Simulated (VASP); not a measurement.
# Bi (Fd-3m) in VASP: a series of runs, part 2 of 2

VASP 6.6.1. Earlier steps stand in the parts before.

## 6. Single point, PBEsol (51.64 Å³/atom)

This run uses another cell than the first one, of 51.64 Å³/atom.

Input file INCAR:

```
ALGO = Normal
EDIFF = 1E-6
ENCUT = 520
GGA = PS
ISIF = 2
ISMEAR = -1
LASPH = True
LCHARG = False
LREAL = False
LWAVE = False
NBANDS = 22
NELM = 80
PREC = Accurate
SIGMA = 0.1
```

Input file KPOINTS:

```
k-points
0
Gamma
  9 9 9
```

Input file POSCAR:

```
Bi
1.0
    0.0000000000      3.7237960721      3.7237960721
    3.7237960721      0.0000000000      3.7237960721
    3.7237960721      3.7237960721      0.0000000000
Bi
2
Direct
    0.1250000000      0.1250000000      0.1250000000
    0.8750000000      0.8750000000      0.8750000000
```

Potentials or basis: VASP PAW PBE potentials, release 64 (Bi_d).

Started as:

```
cat potpaw_PBE.64/Bi_d/POTCAR > POTCAR
mpirun -np 1 vasp_std > vasp.out
```

OUTCAR:

```text
EDIFF = 1E-6
   ENCUT = 520
   GGA = PS
   ISIF = 2
   ISMEAR = -1
   LASPH = True
   LREAL = False
   NELM = 80
   PREC = Accurate

 ion  position               nearest neighbor table
   1  0.125  0.125  0.125-   2 3.22   2 3.22   2 3.22   2 3.22
   2  0.875  0.875  0.875-   1 3.22   1 3.22   1 3.22   1 3.22

  LATTYP: Found a face centered cubic cell.
 ALAT       =     7.4475921442

  Lattice vectors:

 A1 = (   0.0000000000,   3.7237960721,   3.7237960721)
 A2 = (   3.7237960721,   0.0000000000,   3.7237960721)
 A3 = (   3.7237960721,   3.7237960721,   0.0000000000)

Analysis of symmetry for initial positions (statically):
=====================================================================
 Subroutine PRICEL returns:
 Original cell was already a primitive cell.

 Routine SETGRP: Setting up the symmetry group for a
 face centered cubic supercell.

 Subroutine GETGRP returns: Found 48 space group operations
 (whereof 12 operations were pure point group operations)
 out of a pool of 48 trial point group operations.
[... 158 lines left out ...]
  ext. energy  EPLUGINS =         0.00000000
  ---------------------------------------------------
  free energy    TOTEN  =        -7.96407105 eV

  energy without entropy =       -7.92743510  energy(sigma->0) =       -7.94575308

 E-fermi :   2.8008     XC(G=0):  -7.7825

 val. band max:        2.7164333346   @ k =  -0.4444   0.4444   0.1111
 cond. band min:       2.8110046731   @ k =  -0.4444   0.4444   0.0000
 fundamental gap:      0.0945713386
 Fermi energy:         2.8007586394

 k-point     1 :       0.0000    0.0000    0.0000
  band No.  band energies     occupation
      1     -19.8152      2.00000
      2     -19.8152      2.00000
      3     -19.8152      2.00000
      4     -19.7831      2.00000
      5     -19.7831      2.00000
      6     -19.6560      2.00000
[... 589 lines left out ...]
     21      11.3524      0.00000
     22      11.3743      0.00000

 [... further k-points ...]

------------------------ aborting loop because EDIFF is reached ----------------------------------------

  FORCE on cell =-STRESS in cart. coord.  units (eV):
  Direction    XX          YY          ZZ          XY          YZ          ZX
  --------------------------------------------------------------------------------------
  -------------------------------------------------------------------------------------
  Total       -1.9110726     -1.9110726     -1.9110726     -0.0000000      0.0000000      0.0000000
  in kB      -29.6483213    -29.6483213    -29.6483213     -0.0000000      0.0000000      0.0000000
  external PRESSURE =     -29.6483213 kB  Pullay stress =       0.0000000 kB

 VOLUME and BASIS-vectors are now :
 -----------------------------------------------------------------------------
  energy-cutoff  :      520.00
  volume of cell :      103.27
      direct lattice vectors                 reciprocal lattice vectors
     0.000000000  3.723796072  3.723796072    -0.134271585  0.134271585  0.134271585
     3.723796072  0.000000000  3.723796072     0.134271585 -0.134271585  0.134271585
     3.723796072  3.723796072  0.000000000     0.134271585  0.134271585 -0.134271585

 POSITION                                       TOTAL-FORCE (eV/Angst)
 -----------------------------------------------------------------------------------
      0.93095      0.93095      0.93095         0.000000     -0.000000     -0.000000
      6.51664      6.51664      6.51664        -0.000000      0.000000      0.000000
 -----------------------------------------------------------------------------------
    total drift:                                0.000000      0.000000     -0.000000

  FREE ENERGIE OF THE ION-ELECTRON SYSTEM (eV)
  ---------------------------------------------------
  free  energy   TOTEN  =        -7.9640710546 eV

  energy  without entropy=       -7.9274350956  energy(sigma->0) =       -7.94575308
```

OSZICAR:

```text
N       E                     dE             d eps       ncg     rms          rms(c)
DAV:   1     0.291207264470E+03    0.29121E+03   -0.15710E+04  1540   0.143E+03
DAV:   2     0.167822083015E+02   -0.27443E+03   -0.26732E+03  1606   0.391E+02
DAV:   3    -0.712524525866E+01   -0.23907E+02   -0.23689E+02  1870   0.137E+02
DAV:   4    -0.795620913781E+01   -0.83096E+00   -0.83045E+00  1828   0.287E+01
DAV:   5    -0.798670231001E+01   -0.30493E-01   -0.30492E-01  2134   0.493E+00    0.107E+00
DAV:   6    -0.797175981237E+01    0.14942E-01   -0.19462E-02  2028   0.129E+00    0.642E-01
DAV:   7    -0.796369502398E+01    0.80648E-02   -0.17736E-02  1654   0.122E+00    0.105E-01
DAV:   8    -0.796395956909E+01   -0.26455E-03   -0.18876E-03  1690   0.456E-01    0.287E-02
DAV:   9    -0.796404121678E+01   -0.81648E-04   -0.79171E-05  2002   0.612E-02    0.131E-02
DAV:  10    -0.796406777623E+01   -0.26559E-04   -0.25422E-05  1600   0.338E-02    0.396E-03
DAV:  11    -0.796407055267E+01   -0.27764E-05   -0.34173E-06  1458   0.772E-03    0.279E-03
DAV:  12    -0.796407105464E+01   -0.50196E-06   -0.70171E-07  1324   0.573E-03
   1 F= -.79640711E+01 E0= -.79457531E+01  d E =-.366360E-01
```

stdout:

```text
POSCAR found type information on POSCAR Bi
 POSCAR found :  1 types and       2 ions
 scaLAPACK will be used
 -----------------------------------------------------------------------------
|                                                                             |
|                                                                             |
|     You enforced a specific xc type in the INCAR file but a different       |
|     I HOPE YOU KNOW WHAT YOU ARE DOING!                                     |
|                                                                             |
 -----------------------------------------------------------------------------

 LDA part: xc-table for (Slater+PW92), standard interpolation
 POSCAR, INCAR and KPOINTS ok, starting setup
 FFT: planning ... GRIDC
 FFT: planning ... GRID_SOFT
 FFT: planning ... GRID
 WAVECAR not read
 entering main loop
```

Run time: 2 min. Hardware: 1 thread of Intel Xeon 8259CL, shared host; peak memory 0.26 GiB.

Results:

- Free energy: -7.9641 eV
- Pressure: -3.0 GPa
- Band gap on the k mesh: zero (bands 15 and 16 overlap by 0.49 eV)

Caveat: the PAW data sets were made with another functional, which shifts forces and pressure a little; spin-orbit coupling is left out, which moves the levels of the heavy elements.

## 7. The runs side by side

| cell | gap on the mesh (eV) | pressure (GPa) |
| --- | --- | --- |
| a = 5.002 Å, angles 60.0°, 2 atoms | none | 1.4 |
| a = 5.071 Å, angles 60.0°, 2 atoms | none | -0.1 |
| a = 5.138 Å, angles 60.0°, 2 atoms | none | -1.2 |
| a = 5.203 Å, angles 60.0°, 2 atoms | none | -2.2 |
| a = 5.266 Å, angles 60.0°, 2 atoms | none | -3.0 |

Alike in all rows: task single point; level PBEsol; potentials or basis VASP PAW PBE potentials, release 64 (Bi_d); no spin polarisation; k mesh 9 × 9 × 9; cutoff (eV) 520; smearing fermi-dirac 0.1 eV.

Caveats: the PAW data sets were made with another functional, which shifts forces and pressure a little; spin-orbit coupling is left out, which moves the levels of the heavy elements.

Total energies depend on the potentials used, so only differences within one code and one set of settings carry meaning.

The gap in the log of VASP goes by the Fermi energy; the results here count the filled bands.